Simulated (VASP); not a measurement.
Crystal: Li2BrCl.

```
Cl Br Li
1.0
     1.87607    1.08315    6.11642
    -1.87607    1.08315    6.11642
     0.00000   -2.16629    6.11642
Cl Br Li
1 1 2
Direct
  0.00000 0.00000 0.00000
  0.50000 0.50000 0.50000
  0.25436 0.25436 0.25436
  0.74564 0.74564 0.74564
```

Base run:

| Property | Result |
| --- | --- |
| Program | VASP 6.6.1 |
| Functional | r2SCAN |
| Potentials or basis | VASP PAW PBE potentials, release 64 (Cl, Br, Li_sv) |
| Cutoff | 520 eV |
| k mesh | 8 × 8 × 8 |
| Occupations | gaussian, width 0.01 eV |
| Spin | no spin polarisation |

Its results: band gap on the k mesh 5.96 eV, direct; largest force 0.028 eV/Å.

**Question.** The run is repeated on the same cell with these changes: functional from r2SCAN to PBE; further incar settings from ALGO = Normal; EDIFF = 1e-06; NBANDS = 18 to ALGO = Normal; EDIFF = 1e-07; NBANDS = 18. What comes out?

**Answer.** Band gap on the k mesh 5.10 eV, direct; largest force 0.005 eV/Å.

Caveats: the PAW data sets were made with another functional, which shifts forces and pressure a little (some runs).

A k mesh can miss the band edges.
